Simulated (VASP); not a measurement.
# WC in VASP: further runs, part 2 of 2

VASP 6.6.1. The steps go on from the part before.

**4. Single point, r2SCAN (strain -0.050 along x and y, -0.025 along z)**

The input, POSCAR:

```
WC
1.0
    0.0000000000      2.0830498000      2.1378669000
    2.0830498000      0.0000000000      2.1378669000
    2.0830498000      2.0830498000      0.0000000000
W C
1 1
Direct
    0.0000000000      0.0000000000      0.0000000000
    0.5000000000      0.5000000000      0.5000000000
```

The input, INCAR.step1:

```
SYSTEM = WC
  ALGO = Normal
  EDIFF = 1E-4
  ENCUT = 520
  GGA = PE
  ISMEAR = 0
  LASPH = .TRUE.
  LCHARG = .FALSE.
  LREAL = .FALSE.
  LWAVE = .TRUE.
  NBANDS = 16
  NELM = 80
  PREC = Accurate
  SIGMA = 0.15
```

The input, INCAR.step2:

```
SYSTEM = WC
  ALGO = Normal
  EDIFF = 1E-6
  ENCUT = 520
  ISIF = 2
  ISMEAR = 0
  ISTART = 1
  LASPH = .TRUE.
  LCHARG = .FALSE.
  LMIXTAU = .TRUE.
  LREAL = .FALSE.
  LWAVE = .FALSE.
  METAGGA = R2SCAN
  NBANDS = 16
  NELM = 80
  PREC = Accurate
  SIGMA = 0.15
```

The input, KPOINTS:

```
k-points
0
G
  18 18 18
  0 0 0
```

Potentials or basis: VASP PAW PBE potentials, release 64 (W_sv, C).

Run with:

```bash
$ cat potpaw_PBE.64/W_sv/POTCAR potpaw_PBE.64/C/POTCAR > POTCAR
$ cp INCAR.step1 INCAR
$ mpirun -np 1 vasp_std > vasp.out
$ cp INCAR.step2 INCAR
$ mpirun -np 1 vasp_std > vasp.out
```

OUTCAR:

```text
SYSTEM = WC
   EDIFF = 1E-6
   ENCUT = 520
   ISIF = 2
   ISMEAR = 0
   ISTART = 1
   LASPH = .TRUE.
   LREAL = .FALSE.
   METAGGA = R2SCAN
   NELM = 80
   PREC = Accurate

 ion  position               nearest neighbor table
   1  0.000  0.000  0.000-   2 2.08   2 2.08   2 2.08   2 2.08   2 2.14   2 2.14
   2  0.500  0.500  0.500-   1 2.08   1 2.08   1 2.08   1 2.08   1 2.14   1 2.14

  LATTYP: Found a body centered tetragonal cell.
 ALAT       =     2.9458772783
 C/A-ratio  =     1.4514297088

  Lattice vectors:

 A1 = (  -2.0830498000,   0.0000000000,   2.1378669000)
 A2 = (   2.0830498000,   0.0000000000,   2.1378669000)
 A3 = (   0.0000000000,   2.0830498000,  -2.1378669000)

Analysis of symmetry for initial positions (statically):
=====================================================================
 Subroutine PRICEL returns:
 Original cell was already a primitive cell.

 Routine SETGRP: Setting up the symmetry group for a
 body centered tetragonal supercell.

 Subroutine GETGRP returns: Found 16 space group operations
 (whereof 16 operations were pure point group operations)
 out of a pool of 16 trial point group operations.

The static configuration has the point symmetry D_4h.

Analysis of symmetry for dynamics (positions and initial velocities):
=====================================================================
 Subroutine PRICEL returns:
 Original cell was already a primitive cell.

 Routine SETGRP: Setting up the symmetry group for a
 body centered tetragonal supercell.

 Subroutine GETGRP returns: Found 16 space group operations
 (whereof 16 operations were pure point group operations)
 out of a pool of 16 trial point group operations.

The dynamic configuration has the point symmetry D_4h.

 Subroutine INISYM returns: Found 16 space group operations
 (whereof 16 operations are pure point group operations),
 and found     1 'primitive' translations

----------------------------------------------------------------------------------------

                                     Primitive cell

  volume of cell :      18.5528

  direct lattice vectors                    reciprocal lattice vectors
     0.000000000  2.083049800  2.137866900    -0.240032667  0.240032667  0.233877984
     2.083049800  0.000000000  2.137866900     0.240032667 -0.240032667  0.233877984
     2.083049800  2.083049800  0.000000000     0.240032667  0.240032667 -0.233877984

  length of vectors
     2.984890509  2.984890509  2.945877278     0.412225999  0.412225999  0.412225999

  position of ions in fractional coordinates (direct lattice)
     0.000000000  0.000000000  0.000000000
     0.500000000  0.500000000  0.500000000

  ion indices of the primitive-cell ions
   primitive index   ion index
                 1           1
                 2           2

----------------------------------------------------------------------------------------

 KPOINTS: k-points

Automatic generation of k-mesh.
 Grid dimensions read from file:
 generate k-points for:   18   18   18

 Generating k-lattice:

  Cartesian coordinates                     Fractional coordinates (reciprocal lattice)
    -0.013335148  0.013335148  0.012993221     0.055555556  0.000000000  0.000000000
     0.013335148 -0.013335148  0.012993221     0.000000000  0.055555556  0.000000000
     0.013335148  0.013335148 -0.012993221    -0.000000000 -0.000000000  0.055555556

  Length of vectors
     0.022901444  0.022901444  0.022901444

  Shift w.r.t. Gamma in fractional coordinates (k-lattice)
     0.000000000  0.000000000  0.000000000

 Subroutine IBZKPT returns following result:
 ===========================================

 Found    480 irreducible k-points:

 Following reciprocal coordinates:
            Coordinates               Weight
  0.000000  0.000000  0.000000      1.000000
  0.055556  0.000000  0.000000      8.000000
  0.111111  0.000000  0.000000      8.000000
  0.166667  0.000000  0.000000      8.000000
  0.222222  0.000000  0.000000      8.000000
  0.277778  0.000000  0.000000      8.000000
[... 16 lines left out ...]
 -0.277778  0.055556  0.000000      8.000000
 -0.222222  0.055556  0.000000      8.000000
 [... further k-points ...]
   k-points           NKPTS =    480   k-points in BZ     NKDIM =    480   number of bands    NBANDS=     16
   number of dos      NEDOS =    301   number of ions     NIONS =      2
   total plane-waves  NPLWV =  13824
   dimension x,y,z NGX =    24 NGY =   24 NGZ =   24
   dimension x,y,z NGXF=    48 NGYF=   48 NGZF=   48
   ions per type =               1   1
   NGX,Y,Z   is equivalent  to a cutoff of  13.37, 13.37, 13.54 a.u.
   NGXF,Y,Z  is equivalent  to a cutoff of  26.73, 26.73, 27.09 a.u.
 SYSTEM =  WC
   PREC   = accura    normal or accurate (medium, high low for compatibility)
   ISTART =      1    job   : 0-new  1-cont  2-samecut
   ICHARG =      0    charge: 1-file 2-atom 10-const
   ISPIN  =      1    spin polarized calculation?
   LNONCOLLINEAR =      F non collinear calculations
   LSORBIT =      F    spin-orbit coupling
   LASPH  =      T    aspherical Exc in radial PAW
   ENCUT  =  520.0 eV  38.22 Ry    6.18 a.u.   5.55  5.55  5.48*2*pi/ulx,y,z
   NELM   =     80;   NELMIN=  2; NELMDL=  0     # of ELM steps
   EDIFF  = 0.1E-05   stopping-criterion for ELM
   LREAL  =      F    real-space projection
   EDIFFG = 0.1E-04   stopping-criterion for IOM
   NSW    =      0    number of steps for IOM
   IBRION =     -1    ionic relax: 0-MD 1-quasi-New 2-CG
   NFREE  =      0    steps in history (QN), initial steepest desc. (CG)
   ISIF   =      2    stress and relaxation
   ISYM   =      2    0-nonsym 1-usesym 2-fastsym
   POTIM  = 0.5000    time-step for ionic-motion
   TEBEG  =    0.0;   TEEND  =   0.0 temperature during run
   PSTRESS=    0.0 pullay stress
   NELECT =      18.0000    total number of electrons
   NUPDOWN=      -1.0000    fix difference up-down
   EMIN   =  10.00;   EMAX   =-10.00  energy-range for DOS
   EFERMI =   0.00;   METHOD = LEGACY
   ISMEAR =     0;   SIGMA  =   0.15  broadening in eV -4-tet -1-fermi 0-gaus
   EFERMI_NEDOS =   21; number of points for ismear=-14 and -15
   IALGO  =     38    algorithm
   IMIX   =      4    mixing-type and parameters
     AMIX     =   0.40;   BMIX     =  1.00
     AMIX_MAG =   1.60;   BMIX_MAG =  1.00
  volume/ion in A,a.u.               =       9.28        62.60
  Fermi-wavevector in a.u.,A,eV,Ry     =   1.620674  3.062630 35.736850  2.626584
  Thomas-Fermi vector in A             =   2.714574
   LORBIT       =      0    0 simple, 1 ext, 2 COOP (PROOUT), +10 PAW based schemes
   METAGGA = R2SCAN    functional components
   LHFCALC =     F    Hartree Fock is set to
   AEXX    =    0.0000 exact exchange contribution
   IVDW    =     0    specifies the selected vdW correction
   LEPSILON=     F    determine dielectric tensor
   LRPA    =     F    only Hartree local field effects (RPA)
 non-spin polarized calculation
 Gauss-broadening in eV      SIGMA  =   0.15
  energy-cutoff  :      520.00
  volume of cell :       18.55
 maximum number of plane-waves:       532
 NGX is ok and might be reduce to    24
   NGX = 11   NGY = 11   NGZ = 11

 number of electron      18.0000001 magnetization

 Free energy of the ion-electron system (eV)
  ---------------------------------------------------
  ext. energy  EPLUGINS =         0.00000000
  ---------------------------------------------------
  free energy    TOTEN  =       -60.22425502 eV

  energy without entropy =      -60.21580723  energy(sigma->0) =      -60.22003112

 E-fermi :  14.4441     XC(G=0): -15.7012

 val. band max:       14.4430964249   @ k =  -0.4444   0.2222   0.1111
 cond. band min:      14.4471945279   @ k =   0.5000   0.1667   0.1111
 fundamental gap:      0.0040981030
 Fermi energy:        14.4440894223

 k-point     1 :       0.0000    0.0000    0.0000
  band No.  band energies     occupation
      1     -62.9342      2.00000
      2     -26.2419      2.00000
      3     -26.2419      2.00000
      4     -26.2339      2.00000
      5      -3.4359      2.00000
      6      10.8192      2.00000
[... 8 lines left out ...]
     15      24.8307      0.00000
     16      40.5488      0.00000
[... 419 lines left out ...]
 k-point    24 :      -0.2222    0.0556    0.0000
  band No.  band energies     occupation
      1     -62.8954      2.00000
      2     -26.7443      2.00000
      3     -26.3259      2.00000
      4     -26.2668      2.00000
      5      -1.4971      2.00000
      6       7.2194      2.00000
[... 8 lines left out ...]
     15      28.3351      0.00000
     16      32.9624      0.00000

 [... further k-points ...]
[... 5 lines left out ...]
  --------------------------------------------------------------------------------------
  -------------------------------------------------------------------------------------
  Total        7.8007442      7.8007442      4.7995756      0.0000000      0.0000000     -0.0000000
  in kB      673.6536322    673.6536322    414.4798813      0.0000000      0.0000000     -0.0000000
  external PRESSURE =     587.2623819 kB  Pullay stress =       0.0000000 kB

 VOLUME and BASIS-vectors are now :
 -----------------------------------------------------------------------------
  energy-cutoff  :      520.00
  volume of cell :       18.55
      direct lattice vectors                 reciprocal lattice vectors
     0.000000000  2.083049800  2.137866900    -0.240032667  0.240032667  0.233877984
     2.083049800  0.000000000  2.137866900     0.240032667 -0.240032667  0.233877984
     2.083049800  2.083049800  0.000000000     0.240032667  0.240032667 -0.233877984

 POSITION                                       TOTAL-FORCE (eV/Angst)
 -----------------------------------------------------------------------------------
      0.00000      0.00000      0.00000         0.000000      0.000000     -0.000000
      2.08305      2.08305      2.13787         0.000000      0.000000      0.000000
 -----------------------------------------------------------------------------------
    total drift:                                0.000000     -0.000000     -0.000000

  FREE ENERGIE OF THE ION-ELECTRON SYSTEM (eV)
  ---------------------------------------------------
  free  energy   TOTEN  =       -60.2242550159 eV

  energy  without entropy=      -60.2158072309  energy(sigma->0) =      -60.22003112
```

It took 5.6 min on 1 thread of Intel Xeon Platinum 8259CL at 2.50GHz (Skylake/Cascade Lake), shared host; peak memory 0.27 GiB.

Results:

```
Free energy            : -60.2243 eV
Pressure               : 58.7 GPa
Band gap on the k mesh : zero (band 9 reaches 15.73 eV, above the bottom of band 10 at 11.91 eV)
```

Levels at points of the mesh, in eV from the Fermi level:
| k point | band 6 | band 7 | band 8 | band 9 | band 10 | band 11 | band 12 | band 13 |
| --- | --- | --- | --- | --- | --- | --- | --- | --- |
| (0.00, 0.00, 0.00) | -3.62 | -3.24 | -3.24 | -1.55 | -1.37 | -1.37 | -1.36 | -0.97 |
| (0.50, 0.00, 0.00) | -11.40 | -7.98 | -7.93 | 1.28 | 1.53 | 3.11 | 5.52 | 10.30 |
| (0.50, 0.50, 0.00) | -6.97 | -6.42 | -2.77 | -2.77 | 1.08 | 2.93 | 2.93 | 6.84 |
| (0.50, 0.00, 0.50) | -6.99 | -6.04 | -3.05 | -2.90 | 1.12 | 2.74 | 3.12 | 7.32 |

Caveat: the cell differs from its parent crystal (strain -0.050 along x and y, -0.025 along z); the PAW data sets were made with another functional, which shifts forces and pressure a little; spin-orbit coupling is left out, which moves the levels of the heavy elements.

**5. Summary**

| cell | gap on the mesh (eV) | pressure (GPa) |
| --- | --- | --- |
| a = 3.178 Å, angles 60.0°, 2 atoms | none | -26.7 |
| a = 3.256 Å, angles 60.0°, 2 atoms | none | -42.4 |
| a = 2.985, b = 2.985, c = 2.946 Å, angles 60.4, 60.4, 59.1°, 2 atoms | none | 58.7 |

Alike in all rows: task single point; level r2SCAN; potentials or basis VASP PAW PBE potentials, release 64 (W_sv, C); no spin polarisation; k mesh 18 × 18 × 18; cutoff (eV) 520; smearing gaussian 0.15 eV.

Caveats: the PAW data sets were made with another functional, which shifts forces and pressure a little; spin-orbit coupling is left out, which moves the levels of the heavy elements.

Total energies depend on the potentials used, so only differences within one code and one set of settings carry meaning.
